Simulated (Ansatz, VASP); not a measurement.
# One calculation of MnSi, two programs

```
Mn Si
1.0
     4.48000    0.00000    0.00000
     0.00000    4.48000    0.00000
     0.00000    0.00000    4.48000
Mn Si
4 4
Direct
  0.13615 0.13615 0.13615
  0.63615 0.36385 0.86385
  0.86385 0.63615 0.36385
  0.36385 0.86385 0.63615
  0.84496 0.84496 0.84496
  0.34496 0.65504 0.15504
  0.15504 0.34496 0.65504
  0.65504 0.15504 0.34496
```

Alike in both runs: functional LDA; k mesh 8 × 8 × 8; occupations fermi-dirac, width 0.03 eV; collinear spin.

Ansatz relaxed the structure, and its values are those at the end. VASP's run is a single point on that final structure, the one shown.

|  | VASP | Ansatz |
| --- | --- | --- |
| version | VASP 6.6.1 | Ansatz 0.2.0 |
| potentials or method | VASP PAW LDA potentials, release 64 (Mn_pv, Si) | scalar-relativistic, plane waves, PAW |
| plane-wave cutoff (eV) | 520 | 420 |
| valence electrons in the cell | 68 | 76 |

Ansatz gave:

```
gap on the k mesh at the Fermi level (eV)                     : none
pressure (GPa)                                                : -7.2
rms of the force components (eV/Å)                            : 0.000
net moment per atom (μB)                                      : 0.41
size of the moment on the site where the two differ most (μB) : 0.81
```

Question: What did VASP give for the same quantities?

Answer: gap on the k mesh at the Fermi level (eV): none; pressure (GPa): -7.2; rms of the force components (eV/Å): 0.011; net moment per atom (μB): 0.38; size of the moment on the site where the two differ most (μB): 0.79.

LDA's correlation is that of Perdew and Zunger in VASP and of Perdew and Wang (1992) in Ansatz. Site moments also hang on the region over which each program counts them. A gap of «none» marks a metal or a gap that the smearing closes. VASP's potentials hold 68 valence electrons a cell and Ansatz's 76, so a difference there can come from the potentials and not from the codes. Ansatz's warnings: stress scf threshold loose.
